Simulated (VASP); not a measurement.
Input of a VASP 6.6.1 run:

The input POSCAR:

```
Si
1.0
   -1.6727674492      1.6727674492      1.2489383275
    1.6727674492     -1.6727674492      1.2489383275
    1.6727674492      1.6727674492     -1.2489383275
Si
1
Direct
    0.0000000000      0.0000000000      0.0000000000
```

The input INCAR.step1:

```
SYSTEM = Si
PREC = Accurate
ENCUT = 520
ISMEAR = 0
SIGMA = 0.15
LREAL = .FALSE.
LASPH = .TRUE.
NELM = 100
NBANDS = 8
GGA = PE
ALGO = Normal
EDIFF = 1E-4
LWAVE = .TRUE.
LCHARG = .FALSE.
```

INCAR.step2

```
SYSTEM = Si
PREC = Accurate
ENCUT = 520
EDIFF = 1E-7
ISMEAR = 0
SIGMA = 0.15
LREAL = .FALSE.
LASPH = .TRUE.
NELM = 100
ALGO = Normal
ISIF = 2
LWAVE = .FALSE.
LCHARG = .FALSE.
METAGGA = R2SCAN
LMIXTAU = .TRUE.
NBANDS = 8
ISTART = 1
```

The input KPOINTS:

```
Automatic mesh
0
G
  26 26 26
  0 0 0
```

Potentials or basis: VASP PAW PBE potentials, release 64 (Si).

Launch:

```console
$ cat potpaw_PBE.64/Si/POTCAR > POTCAR
$ cp INCAR.step1 INCAR
$ mpirun -np 1 vasp_std > vasp.out
$ cp INCAR.step2 INCAR
$ mpirun -np 1 vasp_std > vasp.out
```

Q: Estimate the pressure.

A: 1.4 GPa.

Q: What does it give for the band gap on the k mesh?

A: Zero (bands 2 and 3 overlap by 13.17 eV).

Stress tensor (GPa, compression positive):
```
0.17 0.00 0.00
0.00 0.17 0.00
0.00 0.00 3.82
```

Caveat: the PAW data sets were made with another functional, which shifts forces and pressure a little.
